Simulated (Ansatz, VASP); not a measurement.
**One calculation of Mg2C, two programs**

The input INCAR:

```
SYSTEM = Mg2C
PREC = Accurate
ENCUT = 520
EDIFF = 1E-7
ISMEAR = -1
SIGMA = 0.02
LREAL = .FALSE.
LASPH = .TRUE.
NELM = 80
ALGO = Normal
ISIF = 2
LWAVE = .FALSE.
LCHARG = .FALSE.
GGA = PE
NBANDS = 11
```

File KPOINTS:

```
Automatic mesh
0
G
  8 8 8
  0 0 0
```

Contents of POSCAR:

```
Mg2C
1.0
    0.0000000000      2.6453378068      2.6453378068
    2.6453378068      0.0000000000      2.6453378068
    2.6453378068      2.6453378068      0.0000000000
C Mg
1 2
Direct
    0.0000000000      0.0000000000      0.0000000000
    0.2500000000      0.2500000000      0.2500000000
    0.7500000000      0.7500000000      0.7500000000
```

Input for Ansatz:

```yaml
crystal:
  lattice:
    - [0.0, 2.6453378068, 2.6453378068]
    - [2.6453378068, 0.0, 2.6453378068]
    - [2.6453378068, 2.6453378068, 0.0]
  atoms:
    - { symbol: C, position: [0.0, 0.0, 0.0] }
    - { symbol: Mg, position: [0.25, 0.25, 0.25] }
    - { symbol: Mg, position: [0.75, 0.75, 0.75] }
kpoints:
  mp_grid: { grid: [8, 8, 8] }
  band_path:
    path:
      - [0.0, 0.0, 0.0]
      - [0.5, 0.0, 0.5]
      - [0.625, 0.25, 0.625]
      - [0.375, 0.375, 0.75]
      - [0.5, 0.5, 0.5]
      - [0.5, 0.25, 0.75]
      - [0.0375, 0.0375, 0.075]
    npoints: 1
hamiltonian:
  xc: pbe
scf:
  occupations: { method: fermi_dirac, width: 0.02 }
  n_extra_bands: 4
output:
  forces: true
  stress: true
  eigenvalues: true
```

Change from the starting cell: hydrostatic strain -2.4%.

Alike in both runs: task single point; functional PBE; k mesh 8 × 8 × 8; occupations fermi-dirac, width 0.02 eV; no spin polarisation.

```csv
,VASP,Ansatz
version,VASP 6.6.1,Ansatz 0.2.0
potentials or method,"VASP PAW PBE potentials, release 64 (C, Mg)","plane waves, PAW"
plane-wave cutoff (eV),520,420
valence electrons in the cell,8,24
```

```csv
,VASP,Ansatz,Ansatz less VASP
gap on the k mesh at the Fermi level (eV),0.74,0.75,+0.011
pressure (GPa),10.3,10.3,+0.08
```

With one functional, cell and mesh, what is left measures potentials, basis and numerics. VASP's potentials hold 8 valence electrons a cell and Ansatz's 24, so a difference there can come from the potentials and not from the codes.
